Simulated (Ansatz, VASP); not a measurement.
# One calculation of CoO, two programs

The input INCAR:

```
SYSTEM = CoO
PREC = Accurate
ENCUT = 600
EDIFF = 1E-6
ISMEAR = -1
SIGMA = 0.05
LREAL = .FALSE.
LASPH = .TRUE.
NELM = 150
ALGO = Normal
ISIF = 3
LWAVE = .FALSE.
LCHARG = .FALSE.
ISPIN = 2
MAGMOM = 2 0
LORBIT = 11
LMAXMIX = 4
GGA = PS
IBRION = 2
NSW = 60
EDIFFG = -0.01
```

KPOINTS

```
Automatic mesh
0
G
  11 11 11
  0 0 0
```

POSCAR

```
CoO
1.0
    0.0000000000      2.1315016600      2.1315016600
    2.1315016600      0.0000000000      2.1315016600
    2.1315016600      2.1315016600      0.0000000000
Co O
1 1
Direct
    0.0000000000      0.0000000000      0.0000000000
    0.5000000000      0.5000000000      0.5000000000
```

input.yaml

```yaml
crystal:
  lattice:
    - [0.0, 2.13150166, 2.13150166]
    - [2.13150166, 0.0, 2.13150166]
    - [2.13150166, 2.13150166, 0.0]
  atoms:
    - { symbol: Co, position: [0.0, 0.0, 0.0], spin: 2.0 }
    - { symbol: O, position: [0.5, 0.5, 0.5] }
hamiltonian:
  xc: pbesol
  pseudopotentials: { kind: paw }
magnetization:
  spin_polarized: true
kpoints:
  mp_grid: { grid: [11, 11, 11] }
scf:
  occupations: { method: fermi_dirac, width: 0.05 }
output:
  forces: true
  stress: true
  eigenvalues: true
  write_density: true
  write_potential: true
  elf: true
  volumetric_format: npy
relax:
  f_tol: 0.01
  max_steps: 40
  cell: { stress_tol: 0.05 }
```

Alike in both runs: task relaxation of cell and atoms; functional PBEsol; k mesh 11 × 11 × 11; occupations fermi-dirac, width 0.05 eV; collinear spin.

```csv
,VASP,Ansatz
version,VASP 6.6.1,Ansatz 0.2.0
potentials or method,"VASP PAW PBE potentials, release 64 (Co, O)",Ansatz PAW
plane-wave cutoff (eV),600,420
valence electrons in the cell,15,23
```

```csv
,VASP,Ansatz,Ansatz less VASP
"gap on the k mesh at the Fermi level, each at its own relaxed structure (eV)",none,none,-
net moment per atom (μB),1.38,1.40,+0.026
size of the moment on the site where the two differ most (μB),2.43,2.38,-0.050
relaxed volume (Å³/atom),9.03,9.08,+0.045
relaxed cell length with the largest relative difference (Å),2.945,2.950,+0.0049
```

VASP's potentials were made for PBE, not for PBEsol. Site moments also hang on the region over which each program counts them. A gap of «none» marks a metal or a gap that the smearing closes. VASP's potentials hold 15 valence electrons a cell and Ansatz's 23, so a difference there can come from the potentials and not from the codes.

Noted on Ansatz's run: the plane-wave basis is chosen anew once the cell has moved, so the energies of steps on either side of that aren't comparable.
